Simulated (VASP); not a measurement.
A run of VASP 6.6.1:

The input INCAR:

```
PREC = Accurate ; ENCUT = 520
EDIFF = 1E-6 ; ISMEAR = 0
SIGMA = 0.1 ; LREAL = False
LASPH = True ; NELM = 100
ALGO = Normal ; ISIF = 2
LWAVE = False ; LCHARG = False
GGA = PS ; NBANDS = 25
```

File KPOINTS:

```
regular mesh
0
Gamma
  9 9 6
```

POSCAR

```
Mg3Ir
1.0
    4.5451633447      0.0000000000      0.0000000000
   -2.2725816723      3.9362269208      0.0000000000
    0.0000000000      0.0000000000      8.1892997570
Mg Ir
6 2
Direct
    0.3333333333      0.6666666667      0.5779257679
    0.6666666667      0.3333333333      0.0779257679
    0.3333333333      0.6666666667      0.9220742321
    0.6666666667      0.3333333333      0.4220742321
    0.0000000000      0.0000000000      0.2500000000
    0.0000000000      0.0000000000      0.7500000000
    0.3333333333      0.6666666667      0.2500000000
    0.6666666667      0.3333333333      0.7500000000
```

Potentials or basis: VASP PAW PBE potentials, release 64 (Mg, Ir).

The run is started by

```console
$ cat potpaw_PBE.64/Mg/POTCAR potpaw_PBE.64/Ir/POTCAR > POTCAR
$ mpirun -np 1 vasp_std > vasp.out
```

Hardware: 1 thread of AMD EPYC 7R13 Processor (Zen 3), on a shared host.

Q: How long does it take, and how much memory?

A: Wall time 120 s on 1 thread of AMD EPYC 7R13 Processor (Zen 3), on a shared host, peak memory 0.33 GiB. Counts: scf iterations 13, k points 48.
